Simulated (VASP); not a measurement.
The system is HfO2.

```
CELL_PARAMETERS angstrom
3.55802 0.00000 0.00000
0.00000 3.55802 0.00000
0.00000 0.00000 5.17186
ATOMIC_POSITIONS crystal
Hf 0.50000 0.50000 0.50000
Hf 0.00000 0.00000 0.00000
O 0.00000 0.50000 0.69721
O 0.50000 0.00000 0.80279
O 0.50000 0.00000 0.30279
O 0.00000 0.50000 0.19721
```

| Item | Value |
| --- | --- |
| Program | VASP 6.6.1 |
| Task | relaxation of cell and atoms |
| Functional | PBE |
| Potentials or basis | VASP PAW PBE potentials, release 64 (Hf_pv, O) |
| Cutoff | 600 eV |
| k mesh | 6 × 6 × 4 |
| Occupations | gaussian, width 0.1 eV |
| Spin | no spin polarisation |

At the start: pressure 6.3 GPa; volume 10.91 Å³/atom.

Where does the relaxation end?

Over 3 steps the energy falls by 5.1 meV/atom and the volume is 11.18 Å³/atom (+2.4 %); space group P4_2/nmc (No. 137, to 0.1 Å) before and after.

Step by step:
```csv
step,energy change (eV),largest force (eV/Å),pressure (GPa),volume (Å³)
1,0.0000,0.0978,6.26,65.47
2,0.0416,0.2384,-8.52,69.60
3,-0.0305,0.0430,-0.09,67.06
```

Final structure:
```
Hf O
1.0
     3.58773    0.00000    0.00000
     0.00000    3.58773    0.00000
     0.00000    0.00000    5.20982
Hf O
2 4
Direct
  0.50000 0.50000 0.50000
  0.00000 0.00000 0.00000
  0.00000 0.50000 0.69757
  0.50000 0.00000 0.80243
  0.50000 0.00000 0.30243
  0.00000 0.50000 0.19757
```

Caveat: the relaxation stopped at a loose force limit of 0.05 eV/Å, so its end isn't a converged minimum.
